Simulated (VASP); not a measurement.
Runs of VASP 6.6.1 on ZnS (CsCl type). The structure is that of space group Pm-3m (No. 221), or close to it. The cells are those of the table. 

```csv
task,cell,cutoff (eV),gap on the mesh (eV),pressure (GPa)
single point,"a = 3.026 Å, 2 atoms",520,none,18.2
relaxation of cell and atoms,"relaxed to 18 GPa from a = 3.003 Å, 2 atoms",600,none,18.0
relaxation of cell and atoms,"relaxed to 18 GPa from a = 3.026 Å, 2 atoms",600,none,18.0
single point,"a = 3.027 Å, 2 atoms",520,none,(a)
```

Alike in all rows: level PBE; potentials or basis VASP PAW PBE potentials, release 64 (Zn, S); no spin polarisation; k mesh 15 × 15 × 15; smearing fermi-dirac 0.1 eV.

**Question.** Estimate the missing entries.

**Answer.** (a) 18.1.

Caveats: the cell is relaxed towards a set pressure, so the enthalpy falls and the energy may rise (some runs).

A gap of «none» marks levels without a gap at the run's occupations.
